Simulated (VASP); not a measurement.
Runs of VASP 6.6.1 on Rb. The structure is that of space group Cmcm (No. 63), or close to it. The cells are those of the table. 

```tsv
cell	further INCAR settings	gap on the mesh (eV)	pressure (GPa)	largest force (eV/Å)
a = 4.897, b = 4.897, c = 8.485 Å, angles 90.0, 90.0, 124.3°, 2 atoms	ALGO = Fast; EDIFF = 1e-06; NBANDS = 16	none	0.1	0.01
a = 4.897, b = 4.897, c = 8.043 Å, angles 90.0, 90.0, 124.3°, 2 atoms	ALGO = Fast; EDIFF = 1e-06; NBANDS = 16	none	0.3	0.02
a = 4.813, b = 4.813, c = 8.485 Å, angles 90.0, 90.0, 128.2°, 2 atoms	ALGO = Fast; EDIFF = 1e-06; NBANDS = 16	none	(a)	0.03
a = 4.813, b = 4.813, c = 8.928 Å, angles 90.0, 90.0, 128.2°, 2 atoms	ALGO = Fast; EDIFF = 1e-07; NBANDS = 16	none	0.3	0.02
a = 5.081, b = 5.081, c = 7.158 Å, angles 90.0, 90.0, 116.9°, 2 atoms	ALGO = Fast; EDIFF = 1e-06; NBANDS = 16	none	0.2	0.03
```

Alike in all rows: task single point; level PBE+D3(BJ); potentials or basis VASP PAW PBE potentials, release 64 (Rb_sv); no spin polarisation; k mesh 10 × 10 × 6; cutoff (eV) 520; smearing gaussian 0.15 eV.

**Question.** Fill in the values left out.

**Answer.** (a) 0.5.

A k mesh can miss the band edges, and the runs leave out spin-orbit coupling on Rb.

A gap of «none» marks levels without a gap at the run's occupations.
